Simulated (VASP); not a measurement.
# HfS2 (P-3m1) in VASP: notebook

Runs on HfS2. Level: PBEsol+D3(BJ). Tasks: single point.

All numbers are computed with VASP 6.6.1; they aren't measurements. Logs are shortened: lines on timing, memory, paths and dates and some standing lists are left out, and cuts for length are marked.

## Step 1: The cell of the first run

It takes space group P-3m1 (No. 164, trigonal). Conventional cell: a = 3.427 Å, b = 3.427 Å, c = 5.260 Å, α = 90.00°, β = 90.00°, γ = 120.00°. Hf (site symmetry -3m) has 6 S at 2.47 Å within 3.3 Å. Within 3.3 Å of S (site symmetry 3m) lie 3 Hf at 2.47 Å and 3 S at 3.02 Å.

## Step 2: Single point, PBEsol+D3(BJ) (volume scaled by 0.88, then relaxed in part)

INCAR

```
SYSTEM = HfS2
PREC = Accurate
ENCUT = 500
EDIFF = 1E-6
ISMEAR = 0
SIGMA = 0.02
LREAL = .False.
LASPH = .True.
NELM = 120
ALGO = Normal
ISIF = 2
LWAVE = .False.
LCHARG = .False.
GGA = PS
IVDW = 12
NBANDS = 18
GGA_COMPAT = .False.
```

KPOINTS

```
regular mesh
0
Gamma
  12 12 6
  0 0 0
```

POSCAR

```
HfS2
1.0
    3.4268126237      0.0000000000      0.0000000000
   -1.7134063118      2.9677067861      0.0000000000
    0.0000000000      0.0000000000      5.2598563226
Hf S
1 2
Direct
    0.0000000000      0.0000000000      0.0000000000
    0.6666666667      0.3333333333      0.7173551850
    0.3333333333      0.6666666667      0.2826448150
```

Potentials or basis: VASP PAW PBE potentials, release 64 (Hf_pv, S).

Started as:

```
> cat potpaw_PBE.64/Hf_pv/POTCAR potpaw_PBE.64/S/POTCAR > POTCAR
> mpirun -np 1 vasp_std > vasp.out
```

OUTCAR:

```text
SYSTEM = HfS2
   PREC = Accurate
   ENCUT = 500
   EDIFF = 1E-6
   ISMEAR = 0
   LREAL = .False.
   LASPH = .True.
   NELM = 120
   ISIF = 2
   GGA = PS
   IVDW = 12
 IVDW          = 12

 ion  position               nearest neighbor table
   1  0.000  0.000  0.000-   2 2.47   3 2.47   3 2.47   2 2.47   2 2.47   3 2.47
   2  0.667  0.333  0.717-   1 2.47   1 2.47   1 2.47
   3  0.333  0.667  0.283-   1 2.47   1 2.47   1 2.47

  LATTYP: Found a hexagonal cell.
 ALAT       =     3.4268126237
 C/A-ratio  =     1.5349121473

  Lattice vectors:

 A1 = (   3.4268126237,   0.0000000000,   0.0000000000)
 A2 = (  -1.7134063118,   2.9677067861,   0.0000000000)
 A3 = (   0.0000000000,   0.0000000000,   5.2598563226)

Analysis of symmetry for initial positions (statically):
=====================================================================
 Subroutine PRICEL returns:
 Original cell was already a primitive cell.

 Routine SETGRP: Setting up the symmetry group for a
 hexagonal supercell.

 Subroutine GETGRP returns: Found 12 space group operations
 (whereof 12 operations were pure point group operations)
 out of a pool of 24 trial point group operations.

The static configuration has the point symmetry D_3d.

Analysis of symmetry for dynamics (positions and initial velocities):
=====================================================================
 Subroutine PRICEL returns:
 Original cell was already a primitive cell.

 Routine SETGRP: Setting up the symmetry group for a
 hexagonal supercell.

 Subroutine GETGRP returns: Found 12 space group operations
 (whereof 12 operations were pure point group operations)
 out of a pool of 24 trial point group operations.

The dynamic configuration has the point symmetry D_3d.

 Subroutine INISYM returns: Found 12 space group operations
 (whereof 12 operations are pure point group operations),
 and found     1 'primitive' translations

----------------------------------------------------------------------------------------

                                     Primitive cell

  volume of cell :      53.4916

  direct lattice vectors                    reciprocal lattice vectors
     3.426812624  0.000000000  0.000000000     0.291816364  0.168480256  0.000000000
[... 84 lines left out ...]
   LSORBIT =      F    spin-orbit coupling
   LASPH  =      T    aspherical Exc in radial PAW
   ENCUT  =  500.0 eV  36.75 Ry    6.06 a.u.   6.25  6.25  9.59*2*pi/ulx,y,z
   NELM   =    120;   NELMIN=  2; NELMDL= -5     # of ELM steps
   EDIFF  = 0.1E-05   stopping-criterion for ELM
   LREAL  =      F    real-space projection
   EDIFFG = 0.1E-04   stopping-criterion for IOM
   NSW    =      0    number of steps for IOM
   IBRION =     -1    ionic relax: 0-MD 1-quasi-New 2-CG
   NFREE  =      0    steps in history (QN), initial steepest desc. (CG)
   ISIF   =      2    stress and relaxation
   ISYM   =      2    0-nonsym 1-usesym 2-fastsym
   POTIM  = 0.5000    time-step for ionic-motion
   TEBEG  =    0.0;   TEEND  =   0.0 temperature during run
   PSTRESS=    0.0 pullay stress
   NELECT =      22.0000    total number of electrons
   NUPDOWN=      -1.0000    fix difference up-down
   EMIN   =  10.00;   EMAX   =-10.00  energy-range for DOS
   EFERMI =   0.00;   METHOD = LEGACY
   ISMEAR =     0;   SIGMA  =   0.02  broadening in eV -4-tet -1-fermi 0-gaus
   EFERMI_NEDOS =   21; number of points for ismear=-14 and -15
   IALGO  =     38    algorithm
   IMIX   =      4    mixing-type and parameters
     AMIX     =   0.40;   BMIX     =  1.00
     AMIX_MAG =   1.60;   BMIX_MAG =  1.00
  volume/ion in A,a.u.               =      17.83       120.33
  Fermi-wavevector in a.u.,A,eV,Ry     =   1.217458  2.300662 20.166609  1.482204
  Thomas-Fermi vector in A             =   2.352778
   LORBIT       =      0    0 simple, 1 ext, 2 COOP (PROOUT), +10 PAW based schemes
   GGA     = PS    functional components
   LHFCALC =     F    Hartree Fock is set to
   AEXX    =    0.0000 exact exchange contribution
   IVDW    =    12    specifies the selected vdW correction
   LEPSILON=     F    determine dielectric tensor
   LRPA    =     F    only Hartree local field effects (RPA)
 non-spin polarized calculation
 Gauss-broadening in eV      SIGMA  =   0.02
  energy-cutoff  :      500.00
  volume of cell :       53.49
 maximum number of plane-waves:      1387
 NGX is ok and might be reduce to    28
   NGX = 13   NGY = 13   NGZ = 19

 number of electron      22.0000000 magnetization

 Free energy of the ion-electron system (eV)
  ---------------------------------------------------
  ext. energy  EPLUGINS =         0.00000000
  ---------------------------------------------------
  free energy    TOTEN  =       -23.71917518 eV

  energy without entropy =      -23.71907826  energy(sigma->0) =      -23.71912672

 E-fermi :   6.1328     XC(G=0): -11.0741

 val. band max:        6.1287313407   @ k =   0.0833   0.0000   0.0000
 cond. band min:       6.1554380955   @ k =   0.0000   0.4167   0.3333
 fundamental gap:      0.0267067548
 Fermi energy:         6.1327635208

 k-point     1 :       0.0000    0.0000    0.0000
  band No.  band energies     occupation
      1     -24.7666      2.00000
      2     -24.5768      2.00000
      3     -24.5768      2.00000
      4      -8.6343      2.00000
      5      -5.8333      2.00000
      6      -0.6219      2.00000
[... 481 lines left out ...]
      5      -6.1218      2.00000
      6       0.0978      2.00000
[... 10 lines left out ...]
     17      12.5145      0.00000
     18      13.8585      0.00000

 [... further k-points ...]

------------------------ aborting loop because EDIFF is reached ----------------------------------------

 Edisp (eV)   -1.15259

 E8    (eV) :    -0.7617

  FORCE on cell =-STRESS in cart. coord.  units (eV):
  Direction    XX          YY          ZZ          XY          YZ          ZX
  --------------------------------------------------------------------------------------
  -------------------------------------------------------------------------------------
  Total       2.80367     2.80367     2.78415     0.00000     0.00000    -0.00000
  in kB      83.97545    83.97545    83.39087     0.00000     0.00000    -0.00000
  external pressure =       83.78 kB  Pullay stress =        0.00 kB

 VOLUME and BASIS-vectors are now :
 -----------------------------------------------------------------------------
  energy-cutoff  :      500.00
  volume of cell :       53.49
      direct lattice vectors                 reciprocal lattice vectors
     3.426812624  0.000000000  0.000000000     0.291816364  0.168480256  0.000000000
    -1.713406312  2.967706786  0.000000000     0.000000000  0.336960513  0.000000000
     0.000000000  0.000000000  5.259856323     0.000000000  0.000000000  0.190119262

 POSITION                                       TOTAL-FORCE (eV/Angst)
 -----------------------------------------------------------------------------------
      0.00000      0.00000      0.00000        -0.000000     -0.000000      0.000000
      1.71341      0.98924      3.77319         0.000000      0.000000      0.060060
     -0.00000      1.97847      1.48667        -0.000000     -0.000000     -0.060060
 -----------------------------------------------------------------------------------
    total drift:                               -0.000000      0.000000      0.000000

  FREE ENERGIE OF THE ION-ELECTRON SYSTEM (eV)
  ---------------------------------------------------
  free  energy   TOTEN  =       -24.8717610139 eV

  energy  without entropy=      -24.8716640928  energy(sigma->0) =      -24.87171255
```

OSZICAR:

```text
N       E                     dE             d eps       ncg     rms          rms(c)
DAV:   1     0.842527302868E+02    0.84253E+02   -0.10904E+04  3600   0.108E+03
DAV:   2    -0.204301038664E+02   -0.10468E+03   -0.10173E+03  4746   0.236E+02
DAV:   3    -0.249679180224E+02   -0.45378E+01   -0.45193E+01  4702   0.417E+01
DAV:   4    -0.250119884494E+02   -0.44070E-01   -0.44047E-01  4880   0.483E+00
DAV:   5    -0.250125999335E+02   -0.61148E-03   -0.61144E-03  4616   0.540E-01    0.611E+01
DAV:   6    -0.238329924073E+02    0.11796E+01   -0.29470E+00  4068   0.840E+00    0.417E+01
DAV:   7    -0.237809546135E+02    0.52038E-01   -0.14245E+00  4154   0.690E+00    0.323E+00
DAV:   8    -0.237232178808E+02    0.57737E-01   -0.23537E-01  3826   0.294E+00    0.200E+00
DAV:   9    -0.237190543823E+02    0.41635E-02   -0.33525E-02  4426   0.103E+00    0.525E-01
DAV:  10    -0.237191742265E+02   -0.11984E-03   -0.25314E-03  4242   0.284E-01    0.237E-01
DAV:  11    -0.237191943623E+02   -0.20136E-04   -0.25509E-04  4404   0.950E-02    0.158E-01
DAV:  12    -0.237191748015E+02    0.19561E-04   -0.76717E-05  3950   0.498E-02    0.221E-02
DAV:  13    -0.237191751821E+02   -0.38055E-06   -0.44784E-06  4300   0.130E-02
   1 F= -.24871761E+02 E0= -.24871713E+02  d E =-.969211E-04
```

It took 59 s on 1 thread of Intel Xeon 6975P-C, shared host; peak memory 0.25 GiB.

Results:

```
Free energy                : -24.8718 eV
Pressure                   : 8.4 GPa
Largest force              : 0.060 eV/Å
Band gap on the k mesh     : zero (band 11 reaches 6.32 eV, above the bottom of band 12 at 6.03 eV)
Dispersion energy per atom : -0.384 eV
```

Forces on the atoms (eV/Å):
```
Hf   0.000  0.000  0.000
S    0.000  0.000  0.060
S    0.000  0.000 -0.060
```

Caveat: the PAW data sets were made with another functional, which shifts forces and pressure a little; spin-orbit coupling is left out, which moves the levels of the heavy elements; pairwise dispersion overbinds metals, which lowers pressure and volume.

## Step 3: Single point, PBEsol+D3(BJ) (volume scaled by 0.91, then relaxed in part)

INCAR

```
  PREC = Accurate
  ENCUT = 500
  EDIFF = 1E-6
  ISMEAR = 0
  SIGMA = 0.02
  LREAL = F
  LASPH = T
  NELM = 120
  ALGO = Normal
  ISIF = 2
  LWAVE = F
  LCHARG = T
  GGA = PS
  IVDW = 12
  LELF = T
  LVHAR = T
  NBANDS = 18
  GGA_COMPAT = F
```

KPOINTS

```
Automatic mesh
0
Gamma
  12 12 6
```

POSCAR

```
HfS2
1.0
    3.4634811223      0.0000000000      0.0000000000
   -1.7317405611      2.9994626375      0.0000000000
    0.0000000000      0.0000000000      5.3246083368
Hf S
1 2
Direct
    0.0000000000      0.0000000000      0.0000000000
    0.6666666667      0.3333333333      0.7223946561
    0.3333333333      0.6666666667      0.2776053439
```

Potentials or basis: VASP PAW PBE potentials, release 64 (Hf_pv, S).

Started as:

```
> cat potpaw_PBE.64/Hf_pv/POTCAR potpaw_PBE.64/S/POTCAR > POTCAR
> mpirun -np 1 vasp_std > vasp.out
```

Wall time 65 s (1 thread of Intel Xeon 6975P-C, shared host); peak memory 0.25 GiB.

It converged, with:

| Quantity | Value |
| --- | --- |
| Free energy | -24.9539 eV |
| Pressure | 5.5 GPa |
| Largest force | 0.055 eV/Å |
| Band gap on the k mesh | zero (band 11 reaches 5.84 eV, above the bottom of band 12 at 5.76 eV) |
| Dispersion energy per atom | -0.371 eV |

Forces on the atoms (eV/Å):
```
Hf   0.000  0.000  0.000
S    0.000  0.000  0.055
S    0.000  0.000 -0.055
```

Levels at points of the mesh, in eV from the Fermi level:
```tsv
k point	band 7	band 8	band 9	band 10	band 11	band 12	band 13	band 14	band 15	band 16
(0.00, 0.00, 0.00)	-3.42	-3.42	-0.42	-0.42	0.08	1.48	1.48	1.73	4.43	4.43
(0.50, 0.00, 0.00)	-3.78	-3.65	-3.06	-3.04	-2.21	0.17	4.05	4.31	5.79	6.28
(0.00, 0.00, 0.50)	-3.27	-3.27	-3.27	-0.91	-0.91	1.33	1.33	2.24	5.70	5.70
(0.50, 0.00, 0.50)	-5.06	-3.60	-3.29	-1.30	-1.09	0.01	4.00	4.34	4.63	5.08
```

Caveat: the PAW data sets were made with another functional, which shifts forces and pressure a little; spin-orbit coupling is left out, which moves the levels of the heavy elements; pairwise dispersion overbinds metals, which lowers pressure and volume.

## Step 4: Single point, PBEsol+D3(BJ) (volume scaled by 0.94, then relaxed in part)

INCAR

```
SYSTEM = HfS2
ALGO = Normal
EDIFF = 1E-6
ENCUT = 500
GGA = PS
GGA_COMPAT = .FALSE.
ISIF = 2
ISMEAR = 0
IVDW = 12
LASPH = .TRUE.
LCHARG = .TRUE.
LELF = .TRUE.
LREAL = .FALSE.
LVHAR = .TRUE.
LWAVE = .FALSE.
NBANDS = 18
NELM = 120
PREC = Accurate
SIGMA = 0.02
```

KPOINTS

```
k-points
0
G
  12 12 6
  0 0 0
```

POSCAR

```
HfS2
1.0
    3.4953975125      0.0000000000      0.0000000000
   -1.7476987562      3.0271030422      0.0000000000
    0.0000000000      0.0000000000      5.4001600688
Hf S
1 2
Direct
    0.0000000000      0.0000000000      0.0000000000
    0.6666666667      0.3333333333      0.7274132882
    0.3333333333      0.6666666667      0.2725867118
```

Started as:

```
> cat potpaw_PBE.64/Hf_pv/POTCAR potpaw_PBE.64/S/POTCAR > POTCAR
> mpirun -np 1 vasp_std > vasp.out
```

Run time: 67 s. Hardware: 1 thread of Intel Xeon 6975P-C, shared host; peak memory 0.25 GiB.

Results (log left out):

- Free energy: -25.0056 eV
- Pressure: 3.0 GPa
- Largest force: 0.062 eV/Å
- Band gap on the k mesh: 0.12 eV, indirect (least direct gap 1.25 eV)
- Dispersion energy per atom: -0.359 eV

Forces in eV/Å, atoms in the order of the input:
```
Hf   0.000  0.000  0.000
S    0.000  0.000  0.062
S    0.000  0.000 -0.062
```

Levels at points of the mesh, in eV from the valence-band top:
```
           k point  band 7  band 8  band 9  band 10  band 11  band 12  band 13  band 14  band 15  band 16
(0.00, 0.00, 0.00)   -3.38   -3.38   -0.44    -0.44     0.00     1.47     1.47     1.81     4.54     4.54
(0.50, 0.00, 0.00)   -3.62   -3.53   -3.03    -3.00    -2.11     0.28     3.94     4.15     5.78     6.25
(0.00, 0.00, 0.50)   -3.25   -3.25   -3.10    -0.85    -0.85     1.35     1.35     2.26     5.64     5.64
(0.50, 0.00, 0.50)   -4.84   -3.49   -3.20    -1.35    -1.13     0.12     3.90     4.19     4.73     5.15
```

Caveat: the PAW data sets were made with another functional, which shifts forces and pressure a little; spin-orbit coupling is left out, which moves the levels of the heavy elements. A k mesh can miss the band edges.

## Step 5: Summary

| cell | gap on the mesh (eV) | pressure (GPa) | largest force (eV/Å) |
| --- | --- | --- | --- |
| a = 3.427, b = 3.427, c = 5.260 Å, angles 90.0, 90.0, 120.0°, 3 atoms | none | 8.4 | 0.06 |
| a = 3.463, b = 3.463, c = 5.325 Å, angles 90.0, 90.0, 120.0°, 3 atoms | none | 5.5 | 0.05 |
| a = 3.495, b = 3.495, c = 5.400 Å, angles 90.0, 90.0, 120.0°, 3 atoms | 0.12 | 3.0 | 0.06 |

Alike in all rows: task single point; level PBEsol+D3(BJ); potentials or basis VASP PAW PBE potentials, release 64 (Hf_pv, S); no spin polarisation; k mesh 12 × 12 × 6; cutoff (eV) 500; smearing gaussian 0.02 eV.

Caveats: the PAW data sets were made with another functional, which shifts forces and pressure a little; spin-orbit coupling is left out, which moves the levels of the heavy elements; pairwise dispersion overbinds metals, which lowers pressure and volume (some runs).

Absolute energies hang on the potentials; compare differences alone.
